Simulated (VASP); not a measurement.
# TaSi2 (C222) in VASP: single point with PBEsol

Aim: the single point of TaSi2 with PBEsol.

Program: VASP 6.6.1. These are calculated values, not measurements. Logs are shortened: lines on timing, memory, paths and dates and some standing lists are left out, and cuts for length are marked.

### Step 1. The cell of the first run

The structure is orthorhombic, space group C222 (No. 21). The conventional cell has a = 4.761 Å, b = 8.246 Å, c = 14.612 Å, α = 90.00°, β = 90.00°, γ = 90.00°. Ta (site symmetry 2) has 8 Si at 2.60 to 2.81 Å and 2 Ta at 3.23 Å within 3.4 Å. Within 3.4 Å of Ta (site symmetry 2) lie 10 Si at 2.60 to 2.81 Å and 4 Ta at 3.23 Å. Within 3.4 Å of Ta (site symmetry 2) lie 10 Si at 2.60 to 2.81 Å and 4 Ta at 3.23 Å. Within 3.4 Å of Si (site symmetry 1) lie 6 Si at 2.55 to 3.31 Å and 4 Ta at 2.60 to 2.81 Å. Within 3.4 Å of Si (site symmetry 1) lie 9 Si at 2.55 to 3.31 Å and 5 Ta at 2.60 to 2.81 Å. Si (site symmetry 1) has 9 Si at 2.55 to 3.31 Å and 5 Ta at 2.60 to 2.81 Å within 3.4 Å.

### Step 2. Single point, PBEsol

INCAR reads:

```
SYSTEM = TaSi2
  PREC = Accurate
  ENCUT = 520
  EDIFF = 1E-6
  ISMEAR = 0
  SIGMA = 0.15
  LREAL = Auto
  LASPH = .True.
  NELM = 60
  ALGO = Normal
  ISIF = 2
  LWAVE = .False.
  LCHARG = .False.
  GGA = PS
  NBANDS = 72
```

KPOINTS reads:

```
regular mesh
0
Gamma
  9 9 3
  0 0 0
```

POSCAR reads:

```
TaSi2
1.0
   -4.7608595400      0.0000000000      0.0000000000
   -2.3804297700     -4.1230253055      0.0000000000
    0.0000000000      0.0000000000     14.6115682148
Ta Si
6 12
Direct
    0.5000000000      1.0000000000      0.0747934236
    0.5000000000      1.0000000000      0.5234642309
    0.0000000000      0.5000000000      0.2243503594
    0.0000000000      0.5000000000      0.6730211667
    0.5000000000      0.5000000000      0.8225781025
    0.5000000000      0.5000000000      0.3739072951
    0.1592675414      0.6814649172      0.0747934236
    0.1592675414      0.6814649172      0.5234642309
    0.3185350828      0.8407324586      0.2243503594
    0.3185350828      0.8407324586      0.6730211667
    0.1592675414      0.1592675414      0.8225781025
    0.1592675414      0.1592675414      0.3739072951
    0.8407324586      0.3185350828      0.0747934236
    0.8407324586      0.3185350828      0.5234642309
    0.6814649172      0.1592675414      0.2243503594
    0.6814649172      0.1592675414      0.6730211667
    0.8407324586      0.8407324586      0.8225781025
    0.8407324586      0.8407324586      0.3739072951
```

Potentials or basis: VASP PAW PBE potentials, release 64 (Ta_pv, Si).

The run is started by

```
> cat potpaw_PBE.64/Ta_pv/POTCAR potpaw_PBE.64/Si/POTCAR > POTCAR
> mpirun -np 1 vasp_std > vasp.out
```

OUTCAR:

```text
SYSTEM = TaSi2
   PREC = Accurate
   ENCUT = 520
   EDIFF = 1E-6
   ISMEAR = 0
   LREAL = Auto
   LASPH = .True.
   NELM = 60
   ISIF = 2
   GGA = PS

 ion  position               nearest neighbor table
   1  0.500  0.000  0.075-   9 2.60  15 2.60   7 2.72  13 2.72   7 2.72  13 2.72  13 2.81   7 2.81
                             3 3.23   3 3.23
   2  0.500  0.000  0.523-  12 2.60  18 2.60  16 2.60  10 2.60  14 2.72   8 2.72   8 2.72  14 2.72
                            14 2.81   8 2.81   6 3.23   6 3.23   4 3.23   4 3.23
   3  0.000  0.500  0.224-  12 2.60  18 2.60  13 2.60   7 2.60  15 2.72   9 2.72  15 2.72   9 2.72
                            15 2.81   9 2.81   6 3.23   6 3.23   1 3.23   1 3.23
   4  0.000  0.500  0.673-   8 2.60  14 2.60  11 2.60  17 2.60  16 2.72  10 2.72  16 2.72  10 2.72
                            16 2.81  10 2.81   5 3.23   5 3.23   2 3.23   2 3.23
   5  0.500  0.500  0.823-  10 2.60  16 2.60  11 2.72  17 2.72  17 2.72  11 2.72  11 2.81  17 2.81
                             4 3.23   4 3.23
   6  0.500  0.500  0.374-   9 2.60  15 2.60  14 2.60   8 2.60  12 2.72  18 2.72  18 2.72  12 2.72
                            12 2.81  18 2.81   3 3.23   3 3.23   2 3.23   2 3.23
   7  0.159  0.681  0.075-   9 2.55   3 2.60  13 2.63   1 2.72   1 2.72   1 2.81  13 2.81  13 2.81

   8  0.159  0.681  0.523-  18 2.55  10 2.55   6 2.60   4 2.60  14 2.63   2 2.72   2 2.72   2 2.81
                            14 2.81  14 2.81
   9  0.319  0.841  0.224-  12 2.55   7 2.55   6 2.60   1 2.60  15 2.63   3 2.72   3 2.72   3 2.81
                            15 2.81  15 2.81
  10  0.319  0.841  0.673-   8 2.55  11 2.55   2 2.60   5 2.60  16 2.63   4 2.72   4 2.72   4 2.81
                            16 2.81  16 2.81
  11  0.159  0.159  0.823-  10 2.55   4 2.60  17 2.63   5 2.72   5 2.72   5 2.81  17 2.81  17 2.81
[... 13 lines left out ...]
  18  0.841  0.841  0.374-  15 2.55   8 2.55   3 2.60   2 2.60  12 2.63   6 2.72   6 2.72   6 2.81
                            12 2.81  12 2.81

  LATTYP: Found a hexagonal cell.
 ALAT       =     4.7608595400
 C/A-ratio  =     3.0691029828

  Lattice vectors:

 A1 = (   2.3804297700,   4.1230253055,   0.0000000000)
 A2 = (  -4.7608595400,   0.0000000000,   0.0000000000)
 A3 = (   0.0000000000,   0.0000000000,  14.6115682148)

Analysis of symmetry for initial positions (statically):
=====================================================================
 Subroutine PRICEL returns:
 Original cell was already a primitive cell.

 Routine SETGRP: Setting up the symmetry group for a
 hexagonal supercell.

 Subroutine GETGRP returns: Found  4 space group operations
 (whereof  2 operations were pure point group operations)
 out of a pool of 24 trial point group operations.

The static configuration has the point symmetry C_2 .
 The point group associated with its full space group is D_2 .

Analysis of symmetry for dynamics (positions and initial velocities):
=====================================================================
 Subroutine PRICEL returns:
 Original cell was already a primitive cell.

 Routine SETGRP: Setting up the symmetry group for a
 hexagonal supercell.

 Subroutine GETGRP returns: Found  4 space group operations
 (whereof  2 operations were pure point group operations)
 out of a pool of 24 trial point group operations.

The dynamic configuration has the point symmetry C_2 .
 The point group associated with its full space group is D_2 .

 Subroutine INISYM returns: Found  4 space group operations
 (whereof  2 operations are pure point group operations),
 and found     1 'primitive' translations

----------------------------------------------------------------------------------------

                                     Primitive cell

  volume of cell :     286.8126

  direct lattice vectors                    reciprocal lattice vectors
    -4.760859540  0.000000000  0.000000000    -0.210046104  0.121270175  0.000000000
    -2.380429770 -4.123025305  0.000000000     0.000000000 -0.242540350  0.000000000
     0.000000000  0.000000000 14.611568215     0.000000000  0.000000000  0.068438924

  length of vectors
     4.760859540  4.760859540 14.611568215     0.242540350  0.242540350  0.068438924

  position of ions in fractional coordinates (direct lattice)
     0.500000000  0.000000000  0.074793424
     0.500000000  0.000000000  0.523464231
     0.000000000  0.500000000  0.224350359
     0.000000000  0.500000000  0.673021167
     0.500000000  0.500000000  0.822578103
     0.500000000  0.500000000  0.373907295
[... 10 lines left out ...]
     0.840732459  0.840732459  0.822578103
     0.840732459  0.840732459  0.373907295

  ion indices of the primitive-cell ions
   primitive index   ion index
                 1           1
                 2           2
                 3           3
                 4           4
                 5           5
                 6           6
[... 10 lines left out ...]
                17          17
                18          18

----------------------------------------------------------------------------------------

 KPOINTS: regular mesh

Automatic generation of k-mesh.
 Grid dimensions read from file:
 generate k-points for:    9    9    3

 Generating k-lattice:

  Cartesian coordinates                     Fractional coordinates (reciprocal lattice)
    -0.023338456  0.013474464  0.000000000     0.111111111  0.000000000  0.000000000
     0.000000000 -0.026948928  0.000000000     0.000000000  0.111111111  0.000000000
     0.000000000  0.000000000  0.022812975     0.000000000  0.000000000  0.333333333

  Length of vectors
     0.026948928  0.026948928  0.022812975

  Shift w.r.t. Gamma in fractional coordinates (k-lattice)
     0.000000000  0.000000000  0.000000000

 Subroutine IBZKPT returns following result:
 ===========================================

 Found     50 irreducible k-points:

 Following reciprocal coordinates:
            Coordinates               Weight
  0.000000  0.000000  0.000000      1.000000
  0.111111 -0.000000  0.000000      2.000000
  0.111111  0.111111  0.000000      4.000000
  0.222222 -0.000000  0.000000      2.000000
  0.222222  0.222222  0.000000      4.000000
  0.333333  0.000000  0.000000      2.000000
[... 16 lines left out ...]
  0.333333 -0.444444  0.000000      4.000000
 -0.222222  0.333333  0.000000      4.000000
 [... further k-points ...]
   k-points           NKPTS =     50   k-points in BZ     NKDIM =     50   number of bands    NBANDS=     72
   number of dos      NEDOS =    301   number of ions     NIONS =     18
   total plane-waves  NPLWV = 145152
   dimension x,y,z NGX =    36 NGY =   36 NGZ =  112
   dimension x,y,z NGXF=    72 NGYF=   72 NGZF=  224
   ions per type =               6  12
   NGX,Y,Z   is equivalent  to a cutoff of  12.57, 12.57, 12.74 a.u.
   NGXF,Y,Z  is equivalent  to a cutoff of  25.14, 25.14, 25.49 a.u.
 SYSTEM =  TaSi2
   PREC   = accura    normal or accurate (medium, high low for compatibility)
   ISTART =      0    job   : 0-new  1-cont  2-samecut
   ICHARG =      2    charge: 1-file 2-atom 10-const
   ISPIN  =      1    spin polarized calculation?
   LNONCOLLINEAR =      F non collinear calculations
   LSORBIT =      F    spin-orbit coupling
   LASPH  =      T    aspherical Exc in radial PAW
   ENCUT  =  520.0 eV  38.22 Ry    6.18 a.u.   8.85  8.85 27.17*2*pi/ulx,y,z
   NELM   =     60;   NELMIN=  2; NELMDL= -5     # of ELM steps
   EDIFF  = 0.1E-05   stopping-criterion for ELM
   LREAL  =      T    real-space projection
   EDIFFG = 0.1E-04   stopping-criterion for IOM
   NSW    =      0    number of steps for IOM
   IBRION =     -1    ionic relax: 0-MD 1-quasi-New 2-CG
   NFREE  =      0    steps in history (QN), initial steepest desc. (CG)
   ISIF   =      2    stress and relaxation
   ISYM   =      2    0-nonsym 1-usesym 2-fastsym
   POTIM  = 0.5000    time-step for ionic-motion
   TEBEG  =    0.0;   TEEND  =   0.0 temperature during run
   PSTRESS=    0.0 pullay stress
   NELECT =     114.0000    total number of electrons
   NUPDOWN=      -1.0000    fix difference up-down
   EMIN   =  10.00;   EMAX   =-10.00  energy-range for DOS
   EFERMI =   0.00;   METHOD = LEGACY
   ISMEAR =     0;   SIGMA  =   0.15  broadening in eV -4-tet -1-fermi 0-gaus
   EFERMI_NEDOS =   21; number of points for ismear=-14 and -15
   IALGO  =     38    algorithm
   IMIX   =      4    mixing-type and parameters
     AMIX     =   0.40;   BMIX     =  1.00
     AMIX_MAG =   1.60;   BMIX_MAG =  1.00
  volume/ion in A,a.u.               =      15.93       107.53
  Fermi-wavevector in a.u.,A,eV,Ry     =   1.203678  2.274622 19.712680  1.448841
  Thomas-Fermi vector in A             =   2.339425
   LORBIT       =      0    0 simple, 1 ext, 2 COOP (PROOUT), +10 PAW based schemes
   GGA     = PS    functional components
   LHFCALC =     F    Hartree Fock is set to
   AEXX    =    0.0000 exact exchange contribution
   IVDW    =     0    specifies the selected vdW correction
   LEPSILON=     F    determine dielectric tensor
   LRPA    =     F    only Hartree local field effects (RPA)
 non-spin polarized calculation
 Gauss-broadening in eV      SIGMA  =   0.15
  energy-cutoff  :      520.00
  volume of cell :      286.81
 maximum number of plane-waves:      7749
   NGX = 17   NGY = 17   NGZ = 55

 number of electron     114.0000000 magnetization

 Free energy of the ion-electron system (eV)
  ---------------------------------------------------
  ext. energy  EPLUGINS =         0.00000000
  ---------------------------------------------------
  free energy    TOTEN  =      -149.29266177 eV

  energy without entropy =     -149.16988991  energy(sigma->0) =     -149.23127584

 E-fermi :   8.0010     XC(G=0): -11.5770

 val. band max:        7.9992638803   @ k =   0.4444  -0.4444   0.3333
 cond. band min:       8.0058041719   @ k =   0.4444   0.2222   0.3333
 fundamental gap:      0.0065402916
 Fermi energy:         8.0010330922

 k-point     1 :       0.0000    0.0000    0.0000
  band No.  band energies     occupation
      1     -26.5275      2.00000
      2     -26.5235      2.00000
      3     -26.3156      2.00000
      4     -26.3139      2.00000
      5     -26.2911      2.00000
      6     -26.2903      2.00000
[... 1717 lines left out ...]
     68      10.6860      0.00000
     69      10.7249      0.00000

 [... further k-points ...]

 [bands above 69 left out]

------------------------ aborting loop because EDIFF is reached ----------------------------------------

  FORCE on cell =-STRESS in cart. coord.  units (eV):
  Direction    XX          YY          ZZ          XY          YZ          ZX
  --------------------------------------------------------------------------------------
  -------------------------------------------------------------------------------------
  Total       -6.6832822     -6.5072176     -8.1609956      0.1524764      0.0000000      0.0000000
  in kB      -37.3337987    -36.3502762    -45.5885234      0.8517555      0.0000000      0.0000000
  external PRESSURE =     -39.7575328 kB  Pullay stress =       0.0000000 kB

 VOLUME and BASIS-vectors are now :
 -----------------------------------------------------------------------------
  energy-cutoff  :      520.00
  volume of cell :      286.81
      direct lattice vectors                 reciprocal lattice vectors
    -4.760859540  0.000000000  0.000000000    -0.210046104  0.121270175  0.000000000
    -2.380429770 -4.123025305  0.000000000     0.000000000 -0.242540350  0.000000000
     0.000000000  0.000000000 14.611568215     0.000000000  0.000000000  0.068438924

 POSITION                                       TOTAL-FORCE (eV/Angst)
 -----------------------------------------------------------------------------------
     -2.38043      0.00000      1.09285        -0.000000     -0.000000      0.006046
     -2.38043      0.00000      7.64863        -0.000000     -0.000000     -0.003303
     -1.19021     -2.06151      3.27811        -0.000000     -0.000000      0.336849
     -1.19021     -2.06151      9.83389        -0.000000     -0.000000     -0.336849
     -3.57064     -2.06151     12.01916        -0.000000     -0.000000     -0.006046
     -3.57064     -2.06151      5.46337        -0.000000     -0.000000      0.003303
[... 10 lines left out ...]
     -6.00391     -3.46636     12.01916         0.370573     -0.217429      0.938446
     -6.00391     -3.46636      5.46337         0.064568     -0.025160     -0.031671
 -----------------------------------------------------------------------------------
    total drift:                               -0.000000     -0.000000      0.000001

  FREE ENERGIE OF THE ION-ELECTRON SYSTEM (eV)
  ---------------------------------------------------
  free  energy   TOTEN  =      -149.2926617701 eV

  energy  without entropy=     -149.1698899096  energy(sigma->0) =     -149.23127584
```

Wall time 24 min (1 thread of Intel Xeon 6975P-C (Granite Rapids), shared host); peak memory 0.77 GiB.

Results:

```
Free energy            : -149.2927 eV
Pressure               : -4.0 GPa
Largest force          : 1.032 eV/Å
Band gap on the k mesh : zero (band 57 reaches 8.16 eV, above the bottom of band 58 at 7.83 eV)
```

Forces on the atoms (eV/Å):
```
Ta   0.000  0.000  0.006
Ta   0.000  0.000 -0.003
Ta   0.000  0.000  0.337
Ta   0.000  0.000 -0.337
Ta   0.000  0.000 -0.006
Ta   0.000  0.000  0.003
Si  -0.374  0.212 -0.938
Si  -0.054  0.043  0.032
Si  -0.173 -0.167 -0.312
Si   0.058  0.233  0.312
Si  -0.371  0.217  0.938
Si  -0.065  0.025 -0.032
Si   0.374 -0.212 -0.938
Si   0.054 -0.043  0.032
Si   0.173  0.167 -0.312
Si  -0.058 -0.233  0.312
Si   0.371 -0.217  0.938
Si   0.065 -0.025 -0.032
```

Levels at points of the mesh, in eV from the Fermi level:
```csv
k point,band 53,band 54,band 55,band 56,band 57,band 58,band 59,band 60,band 61,band 62
"(0.00, 0.00, 0.00)",-1.76,-1.55,-0.27,-0.08,0.11,0.18,0.35,0.93,1.03,1.18
```

Caveat: the PAW data sets were made with another functional, which shifts forces and pressure a little; spin-orbit coupling is left out, which moves the levels of the heavy elements.
